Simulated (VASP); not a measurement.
The system is TaC2.

```
Ta C
1.0
     2.98051    0.00000    0.00000
    -1.49025    2.58120    0.00000
     0.00000    0.00000    5.06079
Ta C
1 2
Direct
  0.00000 0.00000 0.00000
  0.33333 0.66667 0.25520
  0.66667 0.33333 0.74480
```

The cell was generated, and may not be a known phase.

| Property | Result |
| --- | --- |
| Program | VASP 6.6.1 |
| Task | relaxation of cell and atoms |
| Functional | PBE |
| Potentials or basis | VASP PAW PBE potentials, release 64 (Ta_sv_GW, C_h) |
| Cutoff | 1300 eV |
| k mesh | 6 × 6 × 4 |
| Occupations | gaussian, width 0.1 eV |
| Spin | no spin polarisation |

At the start: pressure 10.2 GPa; volume 12.98 Å³/atom.

Q: Where does the relaxation end?

A: Over 30 steps the energy falls by 211.1 meV/atom and the volume is 15.89 Å³/atom (+22.4 %); space group P-3m1 (No. 164, to 0.1 Å) before and after.

The path:
| step | energy change (eV) | largest force (eV/Å) | pressure (GPa) | volume (Å³) |
| --- | --- | --- | --- | --- |
| 1 | 0.0000 | 1.0686 | 10.19 | 38.93 |
| 2 | -0.4434 | 1.4186 | -9.84 | 43.56 |
| 3 | -0.4474 | 1.3985 | -8.17 | 43.03 |
| 4 | -0.5440 | 0.5886 | 6.87 | 40.67 |
| 5 | -0.5809 | 0.1255 | 0.81 | 41.52 |
| 6 | -0.5809 | 0.0991 | 1.03 | 41.49 |
| 7 | -0.5839 | 0.1182 | 0.17 | 41.88 |
| 8 | -0.5847 | 0.1382 | -0.64 | 42.21 |
| 9 | -0.5866 | 0.0931 | -0.27 | 42.31 |
| 10 | -0.5898 | 0.0087 | 0.90 | 42.53 |
| 11 | -0.5909 | 0.2240 | 2.25 | 42.97 |
| 12 | -0.5914 | 0.1566 | 1.79 | 42.84 |
| 13 | -0.5924 | 0.1607 | 1.65 | 42.96 |
| 14 | -0.5954 | 0.1759 | 1.53 | 43.33 |
| 15 | -0.5998 | 0.2204 | 1.34 | 44.06 |
| 16 | -0.6013 | 0.3354 | 0.98 | 45.56 |
| 17 | -0.6086 | 0.2275 | 0.00 | 46.06 |
| 18 | -0.6164 | 0.0070 | -1.90 | 47.15 |
| 19 | -0.6262 | 0.0166 | -0.91 | 47.18 |
| 20 | -0.6315 | 0.0362 | 0.18 | 47.20 |
| 21 | -0.6254 | 0.0667 | 2.51 | 47.22 |
| 22 | -0.6321 | 0.0452 | 0.84 | 47.21 |
| 23 | -0.6318 | 0.0494 | 1.08 | 47.21 |
| 24 | -0.6321 | 0.0469 | 0.87 | 47.21 |
| 25 | -0.6321 | 0.0463 | 0.81 | 47.21 |
| 26 | -0.6328 | 0.0475 | 0.25 | 47.49 |
| 27 | -0.6328 | 0.0438 | 0.30 | 47.48 |
| 28 | -0.6330 | 0.0521 | 0.05 | 47.57 |
| 29 | -0.6330 | 0.0585 | -0.12 | 47.64 |
| 30 | -0.6333 | 0.0298 | 0.08 | 47.66 |

Final structure:
```
CELL_PARAMETERS angstrom
3.22304 0.00000 0.00000
-1.61152 2.79123 0.00000
0.00000 0.00000 5.29777
ATOMIC_POSITIONS crystal
Ta 0.00000 0.00000 0.00000
C 0.33333 0.66667 0.20324
C 0.66667 0.33333 0.79676
```

Caveat: the k points lie up to 0.38 Å⁻¹ apart in the final cell, too coarse for converged energies and pressures of a metal; the volume moved by over 15 % at a fixed basis, so the end points are rough; an odd number of electrons without spin polarisation forces a metal; a magnetic or distorted state may lie lower.
